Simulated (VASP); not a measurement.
GaN:

```
Ga N
1.0
     3.18000    0.00000    0.00000
    -1.59000    2.75396    0.00000
     0.00000    0.00000    5.16600
Ga N
2 2
Direct
  0.33333 0.66667 0.00000
  0.66667 0.33333 0.50000
  0.33333 0.66667 0.37500
  0.66667 0.33333 0.87500
```

- Program: VASP 6.6.1
- Task: relaxation of cell and atoms
- Functional: PBE
- Potentials or basis: VASP PAW PBE potentials, release 64 (Ga_d, N)
- Cutoff: 600 eV
- k mesh: 12 × 12 × 6
- Occupations: gaussian, width 0.02 eV
- Spin: no spin polarisation

At the start: pressure 7.2 GPa; volume 11.31 Å³/atom.

**Question.** How do energy, volume and symmetry change on relaxing?

**Answer.** Over 10 steps the energy falls by 10.1 meV/atom and the volume is 11.76 Å³/atom (+4.0 %); space group P6_3mc (No. 186, to 0.1 Å) before and after.

The path:
```tsv
step	energy change (eV)	largest force (eV/Å)	pressure (GPa)	volume (Å³)
1	0.0000	0.1347	7.17	45.24
2	-0.0120	0.0620	-5.25	48.63
3	-0.0402	0.0105	-0.03	47.03
4	-0.0402	0.0127	0.13	47.00
5	-0.0403	0.0073	0.09	47.00
6	-0.0403	0.0046	0.10	47.00
7	-0.0403	0.0016	-0.09	47.05
8	-0.0403	0.0022	0.15	47.03
9	-0.0403	0.0003	-0.13	47.04
10	-0.0403	0.0014	-0.04	47.03
```

Final structure:
```xyz
4
Lattice="3.2181 0.0000 0.0000 -1.6090 2.7869 0.0000 0.0000 0.0000 5.2442" Properties=species:S:1:pos:R:3 pbc="T T T"
Ga    0.0000    1.8580    5.2398
Ga    1.6090    0.9290    2.6177
N     0.0000    1.8580    1.9709
N     1.6090    0.9290    4.5930
```
